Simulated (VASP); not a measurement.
Runs of VASP 6.6.1 on CdO. The structure is that of space group Fm-3m (No. 225), or close to it. The cells are those of the table. 

```csv
cell,gap on the mesh (eV),pressure (GPa)
"a = 3.265 Å, angles 60.0°, 2 atoms",none,(a)
"a = 3.330 Å, angles 60.0°, 2 atoms",none,6.3
"a = 3.365 Å, angles 60.0°, 2 atoms",none,(b)
"a = 3.212 Å, angles 60.0°, 2 atoms",none,28.1
"a = 3.189 Å, angles 60.0°, 2 atoms",none,33.7
```

Alike in all rows: task single point; level PBE; potentials or basis VASP PAW PBE potentials, release 64 (Cd, O); no spin polarisation; k mesh 16 × 16 × 16; cutoff (eV) 600; smearing gaussian 0.1 eV.

**Question.** Estimate the missing entries.

**Answer.** (a) 16.9; (b) 1.8.

Caveats: semilocal functionals underestimate gaps, so a narrow gap can read as zero; the cell stands under pressure (at least some runs).

A k mesh can miss the band edges, and the runs leave out spin-orbit coupling on Cd.

A gap of «none» marks levels without a gap at the run's occupations.
